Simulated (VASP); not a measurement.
La2O3:

```xyz
5
Lattice="3.9404 0.0000 0.0000 -1.9702 3.4125 0.0000 0.0000 0.0000 6.1874" Properties=species:S:1:pos:R:3 pbc="T T T"
La    1.9702    1.1375    4.6568
La    0.0000    2.2750    1.5306
O     1.9702    1.1375    2.1946
O     0.0000    2.2750    3.9927
O     0.0000    0.0000    0.0000
```

| Quantity | Value |
| --- | --- |
| Program | VASP 6.6.1 |
| Task | relaxation of cell and atoms |
| Functional | PBEsol |
| Potentials or basis | VASP PAW PBE potentials, release 64 (La, O) |
| Cutoff | 600 eV |
| k mesh | 6 × 6 × 4 |
| Occupations | fermi-dirac, width 0.02 eV |
| Spin | no spin polarisation |

At the start: pressure -5.0 GPa; volume 16.64 Å³/atom.

How do energy, volume and symmetry change on relaxing?

Over 15 steps the energy falls by 11.3 meV/atom and the volume is 15.93 Å³/atom (-4.3 %); space group P-3m1 (No. 164, to 0.05 Å).

Step by step:
| step | energy change (eV) | largest force (eV/Å) | pressure (GPa) | volume (Å³) |
| --- | --- | --- | --- | --- |
| 1 | 0.0000 | 0.1227 | -5.03 | 83.20 |
| 2 | 0.0076 | 0.6262 | 6.04 | 77.07 |
| 3 | -0.0501 | 0.2204 | -0.11 | 80.16 |
| 4 | -0.0545 | 0.0436 | -0.05 | 79.88 |
| 5 | -0.0551 | 0.0509 | -0.02 | 79.73 |
| 6 | -0.0559 | 0.0477 | 0.07 | 79.66 |
| 7 | -0.0562 | 0.0429 | 0.13 | 79.59 |
| 8 | -0.0563 | 0.0243 | -0.20 | 79.74 |
| 9 | -0.0563 | 0.0276 | -0.17 | 79.71 |
| 10 | -0.0564 | 0.0048 | -0.05 | 79.64 |
| 11 | -0.0565 | 0.0060 | -0.03 | 79.63 |
| 12 | -0.0565 | 0.0057 | -0.03 | 79.62 |
| 13 | -0.0565 | 0.0063 | -0.02 | 79.61 |
| 14 | -0.0565 | 0.0055 | 0.01 | 79.62 |
| 15 | -0.0565 | 0.0012 | -0.02 | 79.63 |

Final structure:
```cif
data_structure
_symmetry_space_group_name_H-M 'P 1'
_symmetry_Int_Tables_number 1
_cell_length_a 3.9041
_cell_length_b 3.9041
_cell_length_c 6.0323
_cell_angle_alpha 90.000
_cell_angle_beta 90.000
_cell_angle_gamma 120.000
_cell_volume 79.63
loop_
_atom_site_label
_atom_site_type_symbol
_atom_site_fract_x
_atom_site_fract_y
_atom_site_fract_z
_atom_site_occupancy
La1 La 0.66667 0.33333 0.75474 1
La2 La 0.33333 0.66667 0.24526 1
O1 O 0.66667 0.33333 0.35386 1
O2 O 0.33333 0.66667 0.64614 1
O3 O 0.00000 0.00000 0.00000 1
```

Caveat: the PAW data sets were made with another functional, which shifts forces and pressure a little.
